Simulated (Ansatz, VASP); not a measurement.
## MgCd2Se3 in VASP and in Ansatz

```
Mg Cd Se
1.0
     4.00720    0.00000    0.00000
    -2.00360    3.47033    0.00000
     0.00000    0.00000    9.81262
Mg Cd Se
1 2 3
Cartesian
  0.0000 0.0000 0.0000
  0.0000 2.3136 6.5787
  2.0036 1.1568 3.2340
  0.0000 0.0000 4.9063
  0.0000 2.3136 1.5467
  2.0036 1.1568 8.2659
```

Alike in both runs: functional PBE; k mesh 12 × 12 × 4; occupations gaussian, width 0.01 eV; no spin polarisation.

Ansatz relaxed the structure, and its values are those at the end. VASP's run is a single point on that final structure, the one shown.

|  | VASP | Ansatz |
| --- | --- | --- |
| version | VASP 6.6.1 | Ansatz 0.2.0 |
| potentials or method | VASP PAW PBE potentials, release 64 (Mg, Cd, Se), cutoff 520 eV | scalar-relativistic, plane waves, PAW |
| valence electrons in the cell | 44 | 98 |

VASP gave:

| Property | Result |
| --- | --- |
| gap on the k mesh at the Fermi level (eV) | 0.17 |
| least direct gap on the mesh (eV) | 0.75 |
| pressure (GPa) | 0.2 |
| rms of the force components (eV/Å) | 0.011 |

Estimate Ansatz's values.

gap on the k mesh at the Fermi level (eV): 0.19; least direct gap on the mesh (eV): 0.77; pressure (GPa): 0.0; rms of the force components (eV/Å): 0.002.

VASP's potentials hold 44 valence electrons a cell and Ansatz's 98, so a difference there can come from the potentials and not from the codes.
